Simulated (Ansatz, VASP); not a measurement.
Two plane-wave programs on AlAs

The input INCAR:

```
PREC = Accurate ; ENCUT = 500
EDIFF = 1E-6 ; ISMEAR = 0
SIGMA = 0.02 ; LREAL = False
LASPH = True ; NELM = 120
ALGO = Normal ; ISIF = 2
LWAVE = False ; LCHARG = True
GGA = CA ; LELF = True
LVHAR = True ; NBANDS = 11
GGA_COMPAT = False
```

Contents of KPOINTS:

```
Automatic mesh
0
Gamma
  8 8 8
```

Contents of POSCAR:

```
AlAs
1.0
    0.0000000000      2.8143768889      2.8143768889
    2.8143768889      0.0000000000      2.8143768889
    2.8143768889      2.8143768889      0.0000000000
Al As
1 1
Direct
    0.0000000000      0.0000000000      0.0000000000
    0.2500000000      0.2500000000      0.2500000000
```

Input for Ansatz:

```yaml
crystal:
  lattice:
    - [0.0, 2.8143768889, 2.8143768889]
    - [2.8143768889, 0.0, 2.8143768889]
    - [2.8143768889, 2.8143768889, 0.0]
  atoms:
    - { symbol: Al, position: [0.0, 0.0, 0.0] }
    - { symbol: As, position: [0.25, 0.25, 0.25] }
basis:
  ecutwfc: 420
kpoints:
  mp_grid: { grid: [8, 8, 8] }
  band_path:
    path:
      - [[0.0, 0.0, 0.0], [-0.5, -0.5, 0.0], [-0.375, -0.375, 0.25]]
      - [[-0.375, 0.0, 0.375], [0.0, 0.0, 0.0], [0.0, 0.0, 0.5], [-0.5, -0.25, 0.25], [-0.5, -0.5, 0.0]]
    npoints: 10
hamiltonian:
  xc: lda
  pseudopotentials: { kind: paw, azcp: { folder: soft_1 } }
scf:
  occupations: { method: gaussian, width: 0.02 }
  n_extra_bands: 7
output:
  forces: true
  stress: true
  eigenvalues: true
```

Alike in both runs: task single point; functional LDA; k mesh 8 × 8 × 8; occupations gaussian, width 0.02 eV; no spin polarisation.

```csv
,VASP,Ansatz
version,VASP 6.6.1,Ansatz 0.2.0
potentials or method,"VASP PAW LDA potentials, release 64 (Al, As), cutoff 500 eV","scalar-relativistic, plane waves, PAW"
valence electrons in the cell,8,18
```

VASP gave:

| Quantity | Value |
| --- | --- |
| gap on the k mesh at the Fermi level (eV) | 1.31 |
| least direct gap on the mesh (eV) | 2.02 |
| pressure (GPa) | 0.4 |

**Question.** Estimate Ansatz's values.

**Answer.** gap on the k mesh at the Fermi level (eV): 1.32; least direct gap on the mesh (eV): 1.98; pressure (GPa): 0.0.

Ansatz warns that its potentials were made for another functional, while VASP's fit it. LDA's correlation is that of Perdew and Zunger in VASP and of Perdew and Wang (1992) in Ansatz. VASP's potentials hold 8 valence electrons a cell and Ansatz's 18, so a difference there can come from the potentials and not from the codes.
